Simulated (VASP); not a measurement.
# As (Pm-3m) in VASP: further runs

The runs below take As through single point, with PBEsol.

Program: VASP 6.6.1. These are calculated values, not measurements. Logs are shortened: lines on timing, memory, paths and dates and some standing lists are left out, and cuts for length are marked.

### Step 1. The cell of the first run

Symmetry: Pm-3m, No. 221, cubic system. Conventional cell: a = 2.679 Å, b = 2.679 Å, c = 2.679 Å, α = 90.00°, β = 90.00°, γ = 90.00°. Within 3.5 Å of As (site symmetry m-3m) lie 6 As at 2.68 Å.

### Step 2. Single point, PBEsol

The input, INCAR:

```
ALGO = Normal ; EDIFF = 1E-6
ENCUT = 520 ; GGA = PS
ISIF = 2 ; ISMEAR = 1
LASPH = T ; LCHARG = F
LREAL = F ; LWAVE = F
NBANDS = 8 ; NELM = 100
PREC = Accurate ; SIGMA = 0.1
```

The input, KPOINTS:

```
k-points
0
Gamma
  16 16 16
```

The input, POSCAR:

```
As
1.0
    2.6794993829      0.0000000000      0.0000000000
    0.0000000000      2.6794993829      0.0000000000
    0.0000000000      0.0000000000      2.6794993829
As
1
Direct
    0.0000000000      0.0000000000      0.0000000000
```

Potentials or basis: VASP PAW PBE potentials, release 64 (As).

Started as:

```sh
$ cat potpaw_PBE.64/As/POTCAR > POTCAR
$ mpirun -np 1 vasp_std > vasp.out
```

OUTCAR:

```text
EDIFF = 1E-6
   ENCUT = 520
   GGA = PS
   ISIF = 2
   ISMEAR = 1
   LASPH = T
   LREAL = F
   NELM = 100
   PREC = Accurate

 ion  position               nearest neighbor table
   1  0.000  0.000  0.000-

  LATTYP: Found a simple cubic cell.
 ALAT       =     2.6794993829

  Lattice vectors:

 A1 = (   2.6794993829,   0.0000000000,   0.0000000000)
 A2 = (   0.0000000000,   2.6794993829,   0.0000000000)
 A3 = (   0.0000000000,   0.0000000000,   2.6794993829)

Analysis of symmetry for initial positions (statically):
=====================================================================
 Subroutine PRICEL returns:
 Original cell was already a primitive cell.

 Routine SETGRP: Setting up the symmetry group for a
 simple cubic supercell.

 Subroutine GETGRP returns: Found 48 space group operations
 (whereof 48 operations were pure point group operations)
 out of a pool of 48 trial point group operations.

The static configuration has the point symmetry O_h .

Analysis of symmetry for dynamics (positions and initial velocities):
=====================================================================
 Subroutine PRICEL returns:
 Original cell was already a primitive cell.

 Routine SETGRP: Setting up the symmetry group for a
 simple cubic supercell.

 Subroutine GETGRP returns: Found 48 space group operations
 (whereof 48 operations were pure point group operations)
 out of a pool of 48 trial point group operations.

The dynamic configuration has the point symmetry O_h .

 Subroutine INISYM returns: Found 48 space group operations
 (whereof 48 operations are pure point group operations),
 and found     1 'primitive' translations

----------------------------------------------------------------------------------------

                                     Primitive cell

  volume of cell :      19.2380

  direct lattice vectors                    reciprocal lattice vectors
     2.679499383  0.000000000  0.000000000     0.373204042  0.000000000  0.000000000
     0.000000000  2.679499383  0.000000000     0.000000000  0.373204042  0.000000000
     0.000000000  0.000000000  2.679499383     0.000000000  0.000000000  0.373204042

  length of vectors
     2.679499383  2.679499383  2.679499383     0.373204042  0.373204042  0.373204042

  position of ions in fractional coordinates (direct lattice)
     0.000000000  0.000000000  0.000000000

  ion indices of the primitive-cell ions
   primitive index   ion index
                 1           1

----------------------------------------------------------------------------------------

 KPOINTS: k-points

Automatic generation of k-mesh.
 Grid dimensions read from file:
 generate k-points for:   16   16   16

 Generating k-lattice:

  Cartesian coordinates                     Fractional coordinates (reciprocal lattice)
     0.023325253  0.000000000  0.000000000     0.062500000  0.000000000  0.000000000
     0.000000000  0.023325253  0.000000000     0.000000000  0.062500000  0.000000000
     0.000000000  0.000000000  0.023325253     0.000000000  0.000000000  0.062500000

  Length of vectors
     0.023325253  0.023325253  0.023325253

  Shift w.r.t. Gamma in fractional coordinates (k-lattice)
     0.000000000  0.000000000  0.000000000

 Subroutine IBZKPT returns following result:
 ===========================================

 Found    165 irreducible k-points:

 Following reciprocal coordinates:
            Coordinates               Weight
  0.000000  0.000000  0.000000      1.000000
  0.062500  0.000000  0.000000      6.000000
  0.125000  0.000000  0.000000      6.000000
  0.187500  0.000000  0.000000      6.000000
  0.250000  0.000000  0.000000      6.000000
  0.312500  0.000000  0.000000      6.000000
[... 16 lines left out ...]
  0.437500  0.125000  0.000000     24.000000
  0.500000  0.125000  0.000000     12.000000
 [... further k-points ...]
   k-points           NKPTS =    165   k-points in BZ     NKDIM =    165   number of bands    NBANDS=      8
   number of dos      NEDOS =    301   number of ions     NIONS =      1
   total plane-waves  NPLWV =   8000
   dimension x,y,z NGX =    20 NGY =   20 NGZ =   20
   dimension x,y,z NGXF=    40 NGYF=   40 NGZF=   40
   ions per type =               1
   NGX,Y,Z   is equivalent  to a cutoff of  12.41, 12.41, 12.41 a.u.
   NGXF,Y,Z  is equivalent  to a cutoff of  24.82, 24.82, 24.82 a.u.
 SYSTEM =  unknown system
   PREC   = accura    normal or accurate (medium, high low for compatibility)
   ISTART =      0    job   : 0-new  1-cont  2-samecut
   ICHARG =      2    charge: 1-file 2-atom 10-const
   ISPIN  =      1    spin polarized calculation?
   LNONCOLLINEAR =      F non collinear calculations
   LSORBIT =      F    spin-orbit coupling
   LASPH  =      T    aspherical Exc in radial PAW
   ENCUT  =  520.0 eV  38.22 Ry    6.18 a.u.   4.98  4.98  4.98*2*pi/ulx,y,z
   NELM   =    100;   NELMIN=  2; NELMDL= -5     # of ELM steps
   EDIFF  = 0.1E-05   stopping-criterion for ELM
   LREAL  =      F    real-space projection
   EDIFFG = 0.1E-04   stopping-criterion for IOM
   NSW    =      0    number of steps for IOM
   IBRION =     -1    ionic relax: 0-MD 1-quasi-New 2-CG
   NFREE  =      0    steps in history (QN), initial steepest desc. (CG)
   ISIF   =      2    stress and relaxation
   ISYM   =      2    0-nonsym 1-usesym 2-fastsym
   POTIM  = 0.5000    time-step for ionic-motion
   TEBEG  =    0.0;   TEEND  =   0.0 temperature during run
   PSTRESS=    0.0 pullay stress
   NELECT =       5.0000    total number of electrons
   NUPDOWN=      -1.0000    fix difference up-down
   EMIN   =  10.00;   EMAX   =-10.00  energy-range for DOS
   EFERMI =   0.00;   METHOD = LEGACY
   ISMEAR =     1;   SIGMA  =   0.10  broadening in eV -4-tet -1-fermi 0-gaus
   EFERMI_NEDOS =   21; number of points for ismear=-14 and -15
   IALGO  =     38    algorithm
   IMIX   =      4    mixing-type and parameters
     AMIX     =   0.40;   BMIX     =  1.00
     AMIX_MAG =   1.60;   BMIX_MAG =  1.00
  volume/ion in A,a.u.               =      19.24       129.82
  Fermi-wavevector in a.u.,A,eV,Ry     =   1.044747  1.974286 14.850711  1.091496
  Thomas-Fermi vector in A             =   2.179513
   LORBIT       =      0    0 simple, 1 ext, 2 COOP (PROOUT), +10 PAW based schemes
   GGA     = PS    functional components
   LHFCALC =     F    Hartree Fock is set to
   AEXX    =    0.0000 exact exchange contribution
   IVDW    =     0    specifies the selected vdW correction
   LEPSILON=     F    determine dielectric tensor
   LRPA    =     F    only Hartree local field effects (RPA)
 non-spin polarized calculation
 Methfessel and Paxton  Order N= 1 SIGMA  =   0.10
  energy-cutoff  :      520.00
  volume of cell :       19.24
 maximum number of plane-waves:       552
 NGX is ok and might be reduce to    20
   NGX =  9   NGY =  9   NGZ =  9

 number of electron       5.0000001 magnetization

 Free energy of the ion-electron system (eV)
  ---------------------------------------------------
  ext. energy  EPLUGINS =         0.00000000
  ---------------------------------------------------
  free energy    TOTEN  =        -5.03348011 eV

  energy without entropy =       -5.03332154  energy(sigma->0) =       -5.03342725

 E-fermi :   6.1032     XC(G=0): -10.6748

 val. band max:        6.0926154923   @ k =   0.1875   0.1875   0.1250
 cond. band min:       6.2752509368   @ k =   0.4375   0.2500   0.0000
 fundamental gap:      0.1826354445
 Fermi energy:         6.1032480047

 k-point     1 :       0.0000    0.0000    0.0000
  band No.  band energies     occupation
      1      -9.1220      2.00000
      2      10.3701      0.00000
      3      10.3701      0.00000
      4      10.3701      0.00000
      5      14.6474      0.00000
      6      14.6474      0.00000
      7      16.7559      0.00000
      8      31.4141      0.00000

 k-point     2 :       0.0625    0.0000    0.0000
  band No.  band energies     occupation
      1      -9.0479      2.00000
      2       9.3508      0.00000
      3      10.4361      0.00000
      4      10.4361      0.00000
      5      14.7135      0.00000
      6      15.4033      0.00000
      7      17.2126      0.00000
      8      30.1458      0.00000

 k-point     3 :       0.1250    0.0000    0.0000
  band No.  band energies     occupation
      1      -8.8269      2.00000
      2       7.4593     -0.00000
      3      10.6307      0.00000
      4      10.6307      0.00000
      5      14.9100      0.00000
      6      16.1480      0.00000
      7      18.9258      0.00000
      8      28.2373      0.00000

 k-point     4 :       0.1875    0.0000    0.0000
  band No.  band energies     occupation
      1      -8.4636      2.00000
      2       5.4814      2.00000
      3      10.9431      0.00000
      4      10.9431      0.00000
      5      15.2316      0.00000
      6      16.6430      0.00000
      7      21.2797      0.00000
      8      26.3877      0.00000

 k-point     5 :       0.2500    0.0000    0.0000
  band No.  band energies     occupation
      1      -7.9681      2.00000
      2       3.6004      2.00000
      3      11.3517      0.00000
      4      11.3517      0.00000
      5      15.6660      0.00000
      6      17.1930      0.00000
      7      23.4578      0.00000
      8      24.6985      0.00000
[... 177 lines left out ...]
 k-point    22 :       0.3750    0.1250    0.0000
  band No.  band energies     occupation
      1      -6.4044      2.00000
      2       0.7103      2.00000
      3       9.5826      0.00000
      4      12.5346      0.00000
      5      17.3062      0.00000
      6      18.2018      0.00000
      7      21.5519      0.00000
      8      22.3053      0.00000

 k-point    23 :       0.4375    0.1250    0.0000
  band No.  band energies     occupation
      1      -5.8109      2.00000
      2      -0.3649      2.00000
      3      10.0163      0.00000
      4      12.8890      0.00000
      5      16.7249      0.00000
      6      18.6181      0.00000
      7      21.5199      0.00000
      8      21.8024      0.00000

 k-point    24 :       0.5000    0.1250    0.0000
  band No.  band energies     occupation
      1      -5.5482      2.00000
      2      -0.7888      2.00000
      3      10.1910      0.00000
      4      13.0256      0.00000
      5      16.4502      0.00000
      6      18.8845      0.00000
      7      21.2394      0.00000
      8      21.7730      0.00000

 [... further k-points ...]
[... 5 lines left out ...]
  --------------------------------------------------------------------------------------
  -------------------------------------------------------------------------------------
  Total        0.1615999      0.1615999      0.1615999      0.0000000      0.0000000     -0.0000000
  in kB       13.4583153     13.4583153     13.4583153      0.0000000      0.0000000     -0.0000000
  external PRESSURE =      13.4583153 kB  Pullay stress =       0.0000000 kB

 VOLUME and BASIS-vectors are now :
 -----------------------------------------------------------------------------
  energy-cutoff  :      520.00
  volume of cell :       19.24
      direct lattice vectors                 reciprocal lattice vectors
     2.679499383  0.000000000  0.000000000     0.373204042  0.000000000  0.000000000
     0.000000000  2.679499383  0.000000000     0.000000000  0.373204042  0.000000000
     0.000000000  0.000000000  2.679499383     0.000000000  0.000000000  0.373204042

 POSITION                                       TOTAL-FORCE (eV/Angst)
 -----------------------------------------------------------------------------------
      0.00000      0.00000      0.00000         0.000000      0.000000      0.000000
 -----------------------------------------------------------------------------------
    total drift:                                0.000000     -0.000000      0.000000

  FREE ENERGIE OF THE ION-ELECTRON SYSTEM (eV)
  ---------------------------------------------------
  free  energy   TOTEN  =        -5.0334801065 eV

  energy  without entropy=       -5.0333215420  energy(sigma->0) =       -5.03342725
```

Run time: 16 s. Hardware: 1 thread of Intel Xeon Platinum 8375C at 2.90GHz (Ice Lake), shared host; peak memory 0.14 GiB.

Results:

- Free energy: -5.0335 eV
- Pressure: 1.3 GPa

Levels at points of the mesh, in eV from the Fermi level:
```tsv
k point	band 1	band 2	band 3	band 4	band 5	band 6
(0.00, 0.00, 0.00)	-15.23	4.27	4.27	4.27	8.54	8.54
(0.50, 0.00, 0.00)	-11.95	-7.17	6.67	6.67	11.32	14.17
(0.50, 0.50, 0.00)	-8.52	-4.39	-4.39	2.31	8.94	16.82
(0.50, 0.50, 0.50)	-4.71	-1.85	-1.85	-1.85	5.86	5.86
```

Caveat: the PAW data sets were made with another functional, which shifts forces and pressure a little.

(Part 1 of 2 ends here.)
